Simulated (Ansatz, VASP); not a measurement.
## CsV3 in VASP and in Ansatz

Contents of INCAR:

```
  PREC = Accurate
  ENCUT = 520
  EDIFF = 1E-6
  ISMEAR = 0
  SIGMA = 0.1
  LREAL = F
  LASPH = T
  NELM = 150
  ALGO = Fast
  ISIF = 2
  LWAVE = F
  LCHARG = F
  ISPIN = 2
  MAGMOM = 0 2 2 2
  LORBIT = 11
  LMAXMIX = 4
  GGA = PE
  NBANDS = 36
```

Contents of KPOINTS:

```
regular mesh
0
Gamma
  4 4 4
```

The input POSCAR:

```
CsV3
1.0
    4.3489061514      0.0000000000      0.0000000000
    0.0000000000      4.3489061514      0.0000000000
    0.0000000000      0.0000000000      4.3489061514
Cs V
1 3
Direct
    0.0000000000      0.0000000000      0.0000000000
    0.0000000000      0.5000000000      0.5000000000
    0.5000000000      0.0000000000      0.5000000000
    0.5000000000      0.5000000000      0.0000000000
```

Input for Ansatz:

```yaml
crystal:
  lattice:
    - [4.3489061514, 0.0, 0.0]
    - [0.0, 4.3489061514, 0.0]
    - [0.0, 0.0, 4.3489061514]
  atoms:
    - { symbol: Cs, position: [0.0, 0.0, 0.0] }
    - { symbol: V, position: [0.0, 0.5, 0.5], spin: 2.0 }
    - { symbol: V, position: [0.5, 0.0, 0.5], spin: 2.0 }
    - { symbol: V, position: [0.5, 0.5, 0.0], spin: 2.0 }
basis:
  ecutwfc: 420
kpoints:
  mp_grid: { grid: [4, 4, 4] }
hamiltonian:
  xc: pbe
scf:
  occupations: { method: gaussian, width: 0.1 }
  lower_state_search: "off"
output:
  forces: true
  stress: true
  eigenvalues: true
  populations: true
magnetization:
  spin_polarized: true
```

Alike in both runs: task single point; functional PBE; k mesh 4 × 4 × 4; occupations gaussian, width 0.1 eV; collinear spin.

|  | VASP | Ansatz |
| --- | --- | --- |
| version | VASP 6.6.1 | Ansatz 0.2.0 |
| potentials or method | VASP PAW PBE potentials, release 64 (Cs_sv, V_sv), cutoff 520 eV | scalar-relativistic, plane waves, PAW |
| valence electrons in the cell | 48 | 48 |

VASP gave:

```
gap on the k mesh at the Fermi level (eV) : none
pressure (GPa)                            : -8.8
net moment per atom (μB)                  : 0.00
```

Q: Which values does Ansatz return?

A: gap on the k mesh at the Fermi level (eV): none; pressure (GPa): -9.5; net moment per atom (μB): 0.00.

A gap of «none» marks a metal or a gap that the smearing closes. Ansatz's warnings: seeded moment not kept.

The k mesh is coarse, so the values compare programs but aren't converged. Neither program's run includes spin-orbit coupling.
